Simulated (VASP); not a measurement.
Runs of VASP 6.6.1 on In3Sb. Symmetry: Pm-3m, No. 221, cubic system. The conventional cell has a = 4.837 Å, b = 4.837 Å, c = 4.837 Å, α = 90.00°, β = 90.00°, γ = 90.00°. Within 4.5 Å of In (site symmetry 4/mmm) lie 8 In at 3.42 Å and 4 Sb at 3.42 Å. Within 4.5 Å of Sb (site symmetry m-3m) lie 12 In at 3.42 Å. 

| k mesh | smearing | gap on the mesh (eV) | pressure (GPa) |
| --- | --- | --- | --- |
| 4 × 4 × 4 | gaussian 0.1 eV | none | (a) |
| 1 × 1 × 1 | gaussian 0.1 eV | - | 2.3 |
| 10 × 10 × 10 | gaussian 0.1 eV | none | -2.7 |
| 5 × 5 × 5 | gaussian 0.2 eV | none | (b) |
| 6 × 6 × 6 | gaussian 0.1 eV | none | -2.6 |
| 5 × 5 × 5 | gaussian 0.4 eV | none | -2.3 |
| 5 × 5 × 5 | gaussian 0.01 eV | none | -2.0 |
| 2 × 2 × 2 | gaussian 0.1 eV | none | -2.9 |
| 5 × 5 × 5 | gaussian 0.05 eV | none | -2.0 |
| 4 × 4 × 4, shifted | gaussian 0.1 eV | none | -2.8 |
| 8 × 8 × 8 | gaussian 0.1 eV | none | -2.9 |
| 5 × 5 × 5 | gaussian 0.1 eV | none | -2.0 |

Alike in all rows: task single point; level PBEsol; potentials or basis VASP PAW PBE potentials, release 64 (In_d, Sb); no spin polarisation; cell as given; cutoff (eV) 520.

**Question.** Fill in the values left out.

**Answer.** (a) -3.2; (b) -2.2.

Caveats: some runs use coarse meshes; the PAW data sets were made with another functional, which shifts forces and pressure a little; spin-orbit coupling is left out, which moves the levels of the heavy elements; the cell stands under tension (at least some runs); so wide a smearing shifts energies and pressures (at least some runs); semilocal functionals underestimate gaps, so a narrow gap can read as zero (at least some runs).

A k mesh can miss the band edges, and the runs leave out spin-orbit coupling on In, Sb.

A gap of «none» marks levels without a gap at the run's occupations.
